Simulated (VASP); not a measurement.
# BeB15N15 (a cell with a defect) in VASP: a series of runs

BeB15N15 (a cell with a defect) is run at these levels: PBE; tasks: single point.

Program: VASP 6.6.1. These are calculated values, not measurements. Logs are shortened: lines on timing, memory, paths and dates and some standing lists are left out, and cuts for length are marked.

## (1) The cell of the first run

The cell holds a defect, 31 atoms: a = 6.277 Å, b = 6.277 Å, c = 6.277 Å, α = 109.47°, β = 109.47°, γ = 109.47°.

## (2) Single point, PBE

INCAR

```
ALGO = Normal
EDIFF = 1E-6
ENCUT = 520
GGA = PE
GGA_COMPAT = False
ISIF = 2
ISMEAR = 0
ISYM = -1
LASPH = True
LCHARG = False
LREAL = Auto
LWAVE = False
NBANDS = 82
NELM = 120
PREC = Accurate
SIGMA = 0.01
```

KPOINTS

```
explicit points
1
Reciprocal
  0.25000000   0.25000000   0.25000000 1
```

POSCAR

```
BeB15N15
1.0
   -3.6241103800      3.6241103800     -3.6241103800
    3.6241103800      3.6241103800      3.6241103800
    3.6241103800     -3.6241103800     -3.6241103800
B Be N
15 1 15
Direct
   -0.0019083987     -0.0030621174     -0.0124004695
    0.0032538634      0.2486770424      0.7498202438
    0.0032475835      0.4996852143      0.4988008685
   -0.0018947747      0.7374158856      0.2470735525
    0.2498451508      0.0020942500      0.7498345882
    0.2498368072      0.4996837681      0.2522153472
    0.2485060714      0.7489845438     -0.0008922010
    0.5008681592      0.0020907627      0.4988081226
    0.5008564627      0.2486742440      0.2522163318
    0.4975378127      0.4963822092     -0.0015062124
    0.4975378334      0.7483527213      0.7465028832
    0.7386387501     -0.0030547748      0.2470578619
    0.7501461228      0.2473358422     -0.0008880837
    0.7495224927      0.4963761236      0.7465009450
    0.7501437877      0.7489831752      0.4974714554
    0.2465866384      0.2454253916      0.4955515040
   -0.0012326158      0.2472867307      0.0020341022
    0.0026608619      0.5000828201      0.7502063908
   -0.0012267651      0.7519152928      0.4974189768
    0.2484473608     -0.0023928416      0.0020466607
    0.2482775362      0.2471113044      0.7593370728
    0.2482731948      0.5091987541      0.4972393777
    0.2484518788      0.7519136201      0.2477349224
    0.5012433779      0.0014972025      0.7502083756
    0.5103667530      0.2471059843      0.4972378646
    0.5012423787      0.5000825676      0.2516289654
    0.5020293532      0.7495756287     -0.0002993429
    0.7530822832     -0.0023916728      0.4974144111
    0.7530665066      0.2472907963      0.2477325697
    0.7507382618      0.5008684911     -0.0002955903
    0.7507325222      0.7495690765      0.7509922004
```

Potentials or basis: VASP PAW PBE potentials, release 64 (B, Be, N).

On the command line:

```console
$ cat potpaw_PBE.64/B/POTCAR potpaw_PBE.64/Be/POTCAR potpaw_PBE.64/N/POTCAR > POTCAR
$ mpirun -np 1 vasp_std > vasp.out
```

OUTCAR:

```text
EDIFF = 1E-6
   ENCUT = 520
   GGA = PE
   ISIF = 2
   ISMEAR = 0
   ISYM = -1
   LASPH = True
   LREAL = Auto
   NELM = 120
   PREC = Accurate

 ion  position               nearest neighbor table
   1  0.998  0.997  0.988-  31 1.53  17 1.54  20 1.54
   2  0.003  0.249  0.750-  21 1.52  28 1.58  18 1.58  17 1.60
   3  0.003  0.500  0.499-  22 1.52  29 1.58  18 1.58  19 1.60
   4  0.998  0.737  0.247-  30 1.53  19 1.54  23 1.54
   5  0.250  0.002  0.750-  21 1.52  19 1.58  24 1.58  20 1.60
   6  0.250  0.500  0.252-  22 1.52  17 1.58  26 1.58  23 1.60
   7  0.249  0.749  0.999-  20 1.55  23 1.55  18 1.56  27 1.59
   8  0.501  0.002  0.499-  25 1.52  23 1.58  24 1.58  28 1.60
   9  0.501  0.249  0.252-  25 1.52  20 1.58  26 1.58  29 1.60
  10  0.498  0.496  0.998-  21 1.54  26 1.57  27 1.58  30 1.58
  11  0.498  0.748  0.747-  22 1.54  24 1.57  31 1.58  27 1.58
  12  0.739  0.997  0.247-  27 1.53  29 1.54  28 1.54
  13  0.750  0.247  0.999-  29 1.55  17 1.55  24 1.56  30 1.59
  14  0.750  0.496  0.747-  25 1.54  18 1.57  31 1.58  30 1.58
  15  0.750  0.749  0.497-  28 1.55  19 1.55  26 1.56  31 1.59
  16  0.247  0.245  0.496-  22 1.65  25 1.65  21 1.65
  17  0.999  0.247  0.002-   1 1.54  13 1.55   6 1.58   2 1.60
  18  0.003  0.500  0.750-   7 1.56  14 1.57   3 1.58   2 1.58
  19  0.999  0.752  0.497-   4 1.54  15 1.55   5 1.58   3 1.60
  20  0.248  0.998  0.002-   1 1.54   7 1.55   9 1.58   5 1.60
  21  0.248  0.247  0.759-   5 1.52   2 1.52  10 1.54  16 1.65
  22  0.248  0.509  0.497-   6 1.52   3 1.52  11 1.54  16 1.65
  23  0.248  0.752  0.248-   4 1.54   7 1.55   8 1.58   6 1.60
  24  0.501  0.001  0.750-  13 1.56  11 1.57   5 1.58   8 1.58
  25  0.510  0.247  0.497-   8 1.52   9 1.52  14 1.54  16 1.65
  26  0.501  0.500  0.252-  15 1.56  10 1.57   6 1.58   9 1.58
  27  0.502  0.750  1.000-  12 1.53  11 1.58  10 1.58   7 1.59
  28  0.753  0.998  0.497-  12 1.54  15 1.55   2 1.58   8 1.60
  29  0.753  0.247  0.248-  12 1.54  13 1.55   3 1.58   9 1.60
  30  0.751  0.501  1.000-   4 1.53  14 1.58  10 1.58  13 1.59
  31  0.751  0.750  0.751-   1 1.53  14 1.58  11 1.58  15 1.59

IMPORTANT INFORMATION: All symmetrisations will be switched off!
NOSYMM: (Re-)initialisation of all symmetry stuff for point group C_1.

----------------------------------------------------------------------------------------

                                     Primitive cell

  volume of cell :     190.3988

  direct lattice vectors                    reciprocal lattice vectors
    -3.624110380  3.624110380 -3.624110380     0.000000000  0.137964893 -0.137964893
     3.624110380  3.624110380  3.624110380     0.137964893  0.137964893  0.000000000
     3.624110380 -3.624110380 -3.624110380     0.137964893  0.000000000 -0.137964893

  length of vectors
     6.277143310  6.277143310  6.277143310     0.195111823  0.195111823  0.195111823

  position of ions in fractional coordinates (direct lattice)
     0.998091601  0.996937883  0.987599530
     0.003253863  0.248677042  0.749820244
     0.003247583  0.499685214  0.498800868
     0.998105225  0.737415886  0.247073552
     0.249845151  0.002094250  0.749834588
     0.249836807  0.499683768  0.252215347
[... 23 lines left out ...]
     0.750738262  0.500868491  0.999704410
     0.750732522  0.749569077  0.750992200

  ion indices of the primitive-cell ions
   primitive index   ion index
                 1           1
                 2           2
                 3           3
                 4           4
                 5           5
                 6           6
[... 23 lines left out ...]
                30          30
                31          31

----------------------------------------------------------------------------------------

 KPOINTS: explicit points

Read explicit list of k-points.

 Found      1 k-points:

 Following reciprocal coordinates:
            Coordinates               Weight
  0.250000  0.250000  0.250000      1.000000
   k-points           NKPTS =      1   k-points in BZ     NKDIM =      1   number of bands    NBANDS=     82
   number of dos      NEDOS =    301   number of ions     NIONS =     31
   total plane-waves  NPLWV = 110592
   dimension x,y,z NGX =    48 NGY =   48 NGZ =   48
   dimension x,y,z NGXF=    96 NGYF=   96 NGZF=   96
   ions per type =              15   1  15
   NGX,Y,Z   is equivalent  to a cutoff of  12.71, 12.71, 12.71 a.u.
   NGXF,Y,Z  is equivalent  to a cutoff of  25.42, 25.42, 25.42 a.u.
 SYSTEM =  unknown system
   PREC   = accura    normal or accurate (medium, high low for compatibility)
   ISTART =      0    job   : 0-new  1-cont  2-samecut
   ICHARG =      2    charge: 1-file 2-atom 10-const
   ISPIN  =      1    spin polarized calculation?
   LNONCOLLINEAR =      F non collinear calculations
   LSORBIT =      F    spin-orbit coupling
   LASPH  =      T    aspherical Exc in radial PAW
   ENCUT  =  520.0 eV  38.22 Ry    6.18 a.u.  11.67 11.67 11.67*2*pi/ulx,y,z
   NELM   =    120;   NELMIN=  2; NELMDL= -5     # of ELM steps
   EDIFF  = 0.1E-05   stopping-criterion for ELM
   LREAL  =      T    real-space projection
   EDIFFG = 0.1E-04   stopping-criterion for IOM
   NSW    =      0    number of steps for IOM
   IBRION =     -1    ionic relax: 0-MD 1-quasi-New 2-CG
   NFREE  =      0    steps in history (QN), initial steepest desc. (CG)
   ISIF   =      2    stress and relaxation
   ISYM   =     -1    0-nonsym 1-usesym 2-fastsym
   POTIM  = 0.5000    time-step for ionic-motion
   TEBEG  =    0.0;   TEEND  =   0.0 temperature during run
   PSTRESS=    0.0 pullay stress
   NELECT =     122.0000    total number of electrons
   NUPDOWN=      -1.0000    fix difference up-down
   EMIN   =  10.00;   EMAX   =-10.00  energy-range for DOS
   EFERMI =   0.00;   METHOD = LEGACY
   ISMEAR =     0;   SIGMA  =   0.01  broadening in eV -4-tet -1-fermi 0-gaus
   EFERMI_NEDOS =   21; number of points for ismear=-14 and -15
   IALGO  =     38    algorithm
   IMIX   =      4    mixing-type and parameters
     AMIX     =   0.40;   BMIX     =  1.00
     AMIX_MAG =   1.60;   BMIX_MAG =  1.00
  volume/ion in A,a.u.               =       6.14        41.45
  Fermi-wavevector in a.u.,A,eV,Ry     =   1.411367  2.667097 27.102226  1.991957
  Thomas-Fermi vector in A             =   2.533226
   LORBIT       =      0    0 simple, 1 ext, 2 COOP (PROOUT), +10 PAW based schemes
   GGA     = PE    functional components
   LHFCALC =     F    Hartree Fock is set to
   AEXX    =    0.0000 exact exchange contribution
   IVDW    =     0    specifies the selected vdW correction
   LEPSILON=     F    determine dielectric tensor
   LRPA    =     F    only Hartree local field effects (RPA)
 non-spin polarized calculation
 Gauss-broadening in eV      SIGMA  =   0.01
  energy-cutoff  :      520.00
  volume of cell :      190.40
 maximum number of plane-waves:      5072
 NGX is ok and might be reduce to    48
   NGX = 23   NGY = 23   NGZ = 23

 number of electron     122.0000016 magnetization

 Free energy of the ion-electron system (eV)
  ---------------------------------------------------
  ext. energy  EPLUGINS =         0.00000000
  ---------------------------------------------------
  free energy    TOTEN  =      -262.41450825 eV

  energy without entropy =     -262.41450825  energy(sigma->0) =     -262.41450825

 E-fermi :   6.7378     XC(G=0): -12.5641

 val. band max:        6.5993571232   @ k =   0.2500   0.2500   0.2500
 cond. band min:      11.4445143983   @ k =   0.2500   0.2500   0.2500
 fundamental gap:      4.8451572751
 Fermi energy:         6.7377771129

 k-point     1 :       0.2500    0.2500    0.2500
  band No.  band energies     occupation
      1     -11.7681      2.00000
      2     -11.7679      2.00000
      3     -11.6377      2.00000
      4     -11.0094      2.00000
      5      -8.7314      2.00000
      6      -8.7312      2.00000
[... 65 lines left out ...]
     72      15.0109      0.00000
     73      15.2379      0.00000
 [bands above 73 left out]

------------------------ aborting loop because EDIFF is reached ----------------------------------------

  FORCE on cell =-STRESS in cart. coord.  units (eV):
  Direction    XX          YY          ZZ          XY          YZ          ZX
  --------------------------------------------------------------------------------------
  -------------------------------------------------------------------------------------
  Total        1.6258756      1.6271790      1.6302551     -1.3932777      1.4033334      1.4009889
  in kB       13.6814980     13.6924662     13.7183512    -11.7242220     11.8088387     11.7891107
  external PRESSURE =      13.6974385 kB  Pullay stress =       0.0000000 kB

 VOLUME and BASIS-vectors are now :
 -----------------------------------------------------------------------------
  energy-cutoff  :      520.00
  volume of cell :      190.40
      direct lattice vectors                 reciprocal lattice vectors
    -3.624110380  3.624110380 -3.624110380     0.000000000  0.137964893 -0.137964893
     3.624110380  3.624110380  3.624110380     0.137964893  0.137964893  0.000000000
     3.624110380 -3.624110380 -3.624110380     0.137964893  0.000000000 -0.137964893

 POSITION                                       TOTAL-FORCE (eV/Angst)
 -----------------------------------------------------------------------------------
      3.57499      3.65104     -3.58335         0.013967     -0.013274     -0.014899
      3.60687     -1.80441     -1.82799         0.008708     -0.008163      0.007653
      3.60685      0.01497     -0.00856         0.009891     -0.007124      0.007877
     -0.04935      5.39430     -1.84019         0.015024      0.016879      0.015916
      1.81961     -1.80443     -3.61536        -0.007591     -0.007815     -0.007895
      1.81953      1.80229     -0.00858        -0.006373      0.009564      0.007918
[... 23 lines left out ...]
      2.71748      0.91292     -4.52859        -0.006070     -0.006230      0.005510
      2.71746      2.71558     -2.72590        -0.005148     -0.005616      0.005547
 -----------------------------------------------------------------------------------
    total drift:                                0.000977     -0.000478      0.001757

  FREE ENERGIE OF THE ION-ELECTRON SYSTEM (eV)
  ---------------------------------------------------
  free  energy   TOTEN  =      -262.4145082477 eV

  energy  without entropy=     -262.4145082477  energy(sigma->0) =     -262.41450825
```

It took 1.9 min on 1 thread of Intel Xeon 8259CL, shared host; peak memory 0.33 GiB.

What came out:

- Free energy: -262.4145 eV
- Pressure: 1.4 GPa
- Largest force: 0.028 eV/Å
- Band gap on the k mesh: 4.85 eV

Forces in eV/Å, atoms in the order of the input:
```
B    0.014 -0.013 -0.015
B    0.009 -0.008  0.008
B    0.010 -0.007  0.008
B    0.015  0.017  0.016
B   -0.008 -0.008 -0.008
B   -0.006  0.010  0.008
B   -0.003  0.004 -0.005
B   -0.007 -0.008 -0.007
B   -0.007  0.007  0.007
B    0.001  0.006 -0.003
B    0.003  0.003 -0.005
B   -0.014  0.013 -0.015
B    0.003  0.004  0.005
B    0.006  0.002 -0.003
B    0.003 -0.003 -0.003
Be  -0.008 -0.009  0.008
N    0.001  0.007  0.002
N   -0.004 -0.001  0.000
N    0.000 -0.003 -0.008
N   -0.003  0.008 -0.001
N   -0.001  0.004  0.002
N   -0.001 -0.002 -0.003
N   -0.003  0.000 -0.009
N    0.000 -0.001  0.003
N    0.005 -0.001  0.002
N    0.000 -0.004  0.001
N   -0.005 -0.005  0.005
N    0.007 -0.002 -0.001
N    0.006  0.002  0.001
N   -0.006 -0.006  0.006
N   -0.005 -0.006  0.006
```

Stress tensor (GPa, compression positive):
```
 1.37 -1.17  1.18
-1.17  1.37  1.18
 1.18  1.18  1.37
```

## (3) Single point, PBE

INCAR

```
SYSTEM = BeB15N15
PREC = Accurate
ENCUT = 520
EDIFF = 1E-6
ISMEAR = -1
SIGMA = 0.01
LREAL = Auto
LASPH = .True.
NELM = 120
ALGO = Normal
ISIF = 2
LWAVE = .False.
LCHARG = .False.
GGA = PE
NELECT = 120.0
NBANDS = 82
GGA_COMPAT = .False.
ISYM = -1
```

KPOINTS is that of step 2.

POSCAR

```
BeB15N15
1.0
   -3.6241103800      3.6241103800     -3.6241103800
    3.6241103800      3.6241103800      3.6241103800
    3.6241103800     -3.6241103800     -3.6241103800
B Be N
15 1 15
Direct
    0.0007230840     -0.0013911302     -0.0580701486
    0.0054685876      0.2520473403      0.7461810319
    0.0054768392      0.4962593213      0.5019861473
    0.0007224056      0.6919951890      0.2485362962
    0.2541647241      0.0033516900      0.7461851100
    0.2541676875      0.4962533843      0.2532893083
    0.2427476426      0.7465371178     -0.0035263869
    0.4983679018      0.0033541604      0.5019825226
    0.4983614007      0.2520466493      0.2532843568
    0.5009628994      0.4988495278      0.0048467296
    0.5009695966      0.7549238415      0.7487839166
    0.6941169625     -0.0013898149      0.2485381506
    0.7486586716      0.2406317664     -0.0035248347
    0.7570335216      0.4988503205      0.7487789610
    0.7486561021      0.7465381001      0.4905602795
    0.2978627859      0.2957478271      0.5456798832
    0.0000091842      0.2455592563      0.0014939186
    0.0048303528      0.5004592961      0.7503954395
    0.0000097160      0.7515537735      0.4954921287
    0.2476723910     -0.0021101888      0.0014902622
    0.2511311982      0.2490146091      0.7621634349
    0.2511466712      0.5122515763      0.4989600789
    0.2476742808      0.7515598578      0.2478267254
    0.5025830210      0.0027202158      0.7504000535
    0.5143503164      0.2490193823      0.4989511196
    0.5025794627      0.5004609275      0.2526439156
    0.5038665495      0.7518145473      0.0017481975
    0.7536754894     -0.0021089323      0.4954883936
    0.7536838468      0.2455575342      0.2478269665
    0.7539305000      0.5017630895      0.0017466238
    0.7539322862      0.7518155548      0.7516852645
```

Potentials or basis: VASP PAW PBE potentials, release 64 (B, Be, N).

On the command line:

```console
$ cat potpaw_PBE.64/B/POTCAR potpaw_PBE.64/Be/POTCAR potpaw_PBE.64/N/POTCAR > POTCAR
$ mpirun -np 1 vasp_std > vasp.out
```

Wall time 100 s (1 thread of Intel Xeon 8259CL, shared host); peak memory 0.32 GiB.

Results (log left out):

```
Free energy   : -277.8529 eV
Largest force : 0.020 eV/Å
```

Forces on the atoms (eV/Å):
```
B    0.006 -0.006 -0.005
B    0.003 -0.014  0.004
B    0.003 -0.005  0.014
B    0.007  0.005  0.005
B   -0.004 -0.013 -0.004
B   -0.004  0.004  0.013
B    0.001  0.009 -0.009
B   -0.013 -0.004 -0.004
B   -0.014  0.004  0.004
B   -0.002  0.014  0.003
B   -0.002 -0.004 -0.015
B   -0.006  0.006 -0.007
B    0.008  0.008  0.000
B    0.013 -0.003  0.003
B    0.008  0.001 -0.008
Be  -0.003 -0.004  0.005
N    0.012  0.011  0.005
N   -0.002 -0.001  0.002
N    0.012 -0.005 -0.010
N   -0.005  0.011 -0.012
N   -0.003  0.008  0.003
N   -0.004 -0.005 -0.008
N   -0.006  0.012 -0.011
N   -0.001 -0.001  0.002
N    0.008 -0.003  0.003
N   -0.001 -0.002  0.001
N   -0.017 -0.007  0.007
N    0.011 -0.006 -0.012
N    0.011  0.013  0.007
N   -0.008 -0.008  0.016
N   -0.007 -0.017  0.007
```

Levels at points of the mesh, in eV from the Fermi level:
| k point | band 56 | band 57 | band 58 | band 59 | band 60 | band 61 | band 62 | band 63 | band 64 | band 65 |
| --- | --- | --- | --- | --- | --- | --- | --- | --- | --- | --- |
| (0.25, 0.25, 0.25) | -0.83 | -0.83 | -0.73 | -0.27 | -0.27 | 2.49 | 5.26 | 5.26 | 6.83 | 7.97 |

Caveat: the cell carries a net charge on a neutralising background, which shifts energy and pressure; the cell is charged against a uniform background, so pressure and absolute levels hang on convention.

(Part 1 of 2 ends here.)
